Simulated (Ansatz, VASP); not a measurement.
# MgO: VASP beside Ansatz

Contents of POSCAR:

```
MgO
1.0
    0.0000000000      1.7350611112      1.7350611112
    1.7350611112      0.0000000000      1.7350611112
    1.7350611112      1.7350611112      0.0000000000
Mg O
1 1
Direct
    0.0000000000      0.0000000000      0.0000000000
    0.5000000000      0.5000000000      0.5000000000
```

Contents of INCAR.step1:

```
SYSTEM = MgO
PREC = Accurate
ENCUT = 660
ISMEAR = 0
SIGMA = 0.01
LREAL = .FALSE.
LASPH = .TRUE.
NELM = 120
NBANDS = 11
GGA = PE
ALGO = Normal
EDIFF = 1E-5
LWAVE = .TRUE.
LCHARG = .FALSE.
GGA_COMPAT = .FALSE.
```

File INCAR.step2:

```
SYSTEM = MgO
PREC = Accurate
ENCUT = 660
EDIFF = 1E-6
ISMEAR = 0
SIGMA = 0.01
LREAL = .FALSE.
LASPH = .TRUE.
NELM = 120
ALGO = Normal
ISIF = 2
LWAVE = .FALSE.
LCHARG = .TRUE.
METAGGA = R2SCAN
LMIXTAU = .TRUE.
LELF = .TRUE.
LVHAR = .TRUE.
NBANDS = 11
ISTART = 1
GGA_COMPAT = .FALSE.
```

KPOINTS

```
Automatic mesh
0
G
  10 10 10
  0 0 0
```

Input for Ansatz:

```yaml
crystal:
  lattice:
    - [0.0, 1.7350611112, 1.7350611112]
    - [1.7350611112, 0.0, 1.7350611112]
    - [1.7350611112, 1.7350611112, 0.0]
  atoms:
    - { symbol: Mg, position: [0.0, 0.0, 0.0] }
    - { symbol: O, position: [0.5, 0.5, 0.5] }
scf:
  occupations: { method: fixed }
output:
  forces: true
  stress: true
  eigenvalues: true
hamiltonian:
  xc: r2scan
basis:
  ecutwfc: 700
kpoints:
  mp_grid: { grid: [10, 10, 10] }
```

Alike in both runs: task single point; functional r2SCAN; k mesh 10 × 10 × 10; no spin polarisation.

|  | VASP | Ansatz |
| --- | --- | --- |
| version | VASP 6.6.1 | Ansatz 0.2.0 |
| potentials or method | VASP PAW PBE potentials, release 64 (Mg, O), cutoff 660 eV | scalar-relativistic, plane waves, PAW |
| occupations | gaussian, width 0.01 eV | fixed |
| valence electrons in the cell | 8 | 16 |

VASP gave:

| Quantity | Value |
| --- | --- |
| gap on the k mesh at the Fermi level (eV) | 9.95 |
| least direct gap on the mesh (eV) | 12.29 |

Question: Which values does Ansatz return?

Answer: gap on the k mesh at the Fermi level (eV): 10.00; least direct gap on the mesh (eV): 12.31.

VASP's potentials were made for PBE, not for r2SCAN. VASP's potentials hold 8 valence electrons a cell and Ansatz's 16, so a difference there can come from the potentials and not from the codes.
